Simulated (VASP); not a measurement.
Cu: single point with PBE

Cu, a slab with vacuum:

```
Cu
1.0
     2.56645    0.00000    0.00000
     0.00000    3.62951    0.00000
     0.00000    0.00000   22.41610
Cu
6
Direct
  0.25000 0.25000 0.35689
  0.75000 0.75000 0.41413
  0.25000 0.25000 0.47138
  0.75000 0.75000 0.52862
  0.25000 0.25000 0.58587
  0.75000 0.75000 0.64311
```

```
Program             : VASP 6.6.1
Task                : single point
Functional          : PBE
Potentials or basis : VASP PAW PBE potentials, release 64 (Cu)
Cutoff              : 520 eV
k mesh              : 16 × 11 × 1
Occupations         : fermi-dirac, width 0.05 eV
Spin                : no spin polarisation
```

```
Largest force          : 0.398 eV/Å
Band gap on the k mesh : zero (bands 33 and 34 overlap by 3.47 eV)
```

Forces in eV/Å, atoms in the order of the input:
```
Cu   0.000  0.000  0.387
Cu   0.000  0.000 -0.398
Cu   0.000  0.000 -0.023
Cu   0.000  0.000  0.023
Cu   0.000  0.000  0.398
Cu   0.000  0.000 -0.387
```

Levels at points of the mesh, in eV from the Fermi level:
```tsv
k point	band 30	band 31	band 32	band 33	band 34	band 35	band 36	band 37
(0.00, 0.00, 0.00)	-1.54	-1.51	-1.43	-1.38	-0.49	1.51	2.49	3.58
(0.50, 0.00, 0.00)	-1.45	-0.09	-0.09	0.52	0.52	1.55	1.55	4.87
```

Run time: 7.3 min on 1 thread of Intel(R) Xeon(R) 6975P-C (Granite Rapids) (shared host), peak memory 0.51 GiB.
